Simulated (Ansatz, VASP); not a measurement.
Ge in VASP and in Ansatz

INCAR

```
SYSTEM = Ge
ALGO = Normal ; EDIFF = 1E-6
ENCUT = 520 ; GGA = PS
ISIF = 2 ; ISMEAR = -1
LASPH = .True. ; LCHARG = .False.
LREAL = .False. ; LWAVE = .False.
NBANDS = 21 ; NELM = 60
PREC = Accurate ; SIGMA = 0.03
```

Contents of KPOINTS:

```
k-points
0
Gamma
  7 7 7
  0 0 0
```

File POSCAR:

```
Ge
1.0
   -2.5744897190      2.5744897190      1.3974126432
    2.5744897190     -2.5744897190      1.3974126432
    2.5744897190      2.5744897190     -1.3974126432
Ge
2
Direct
    0.5000000000      0.5000000000      0.0000000000
    0.2500000000      0.7500000000      0.5000000000
```

The input input.yaml:

```yaml
crystal:
  lattice:
    - [-2.574489719, 2.574489719, 1.3974126432]
    - [2.574489719, -2.574489719, 1.3974126432]
    - [2.574489719, 2.574489719, -1.3974126432]
  atoms:
    - { symbol: Ge, position: [0.5, 0.5, 0.0] }
    - { symbol: Ge, position: [0.25, 0.75, 0.5] }
kpoints:
  mp_grid: { grid: [7, 7, 7] }
scf:
  occupations: { method: fermi_dirac, width: 0.03 }
hamiltonian:
  xc: pbesol
  pseudopotentials: { kind: all_electron, lapw: { basis_error: 0.001 } }
output:
  forces: true
  stress: true
  eigenvalues: true
```

Alike in both runs: task single point; functional PBEsol; k mesh 7 × 7 × 7; occupations fermi-dirac, width 0.03 eV; no spin polarisation.

```csv
,VASP,Ansatz
version,VASP 6.6.1,Ansatz 0.2.0
potentials or method,"VASP PAW PBE potentials, release 64 (Ge_d), cutoff 520 eV","all-electron LAPW, scalar-relativistic"
```

```csv
,VASP,Ansatz,Ansatz less VASP
gap on the k mesh at the Fermi level (eV),none,none,-
pressure (GPa),-1.1,-1.1,+0.10
"traceless stress, the component that is largest in VASP (GPa)",1.21,1.19,-0.023
```

VASP's potentials were made for PBE, not for PBEsol. A gap of «none» marks a metal or a gap that the smearing closes. Ansatz ran all-electron here, and VASP with PAW potentials.

The k mesh is coarse, so the values compare programs but aren't converged. Noted on Ansatz's run: the k mesh is thin for a metal, which can move the energy by tens of meV per atom.
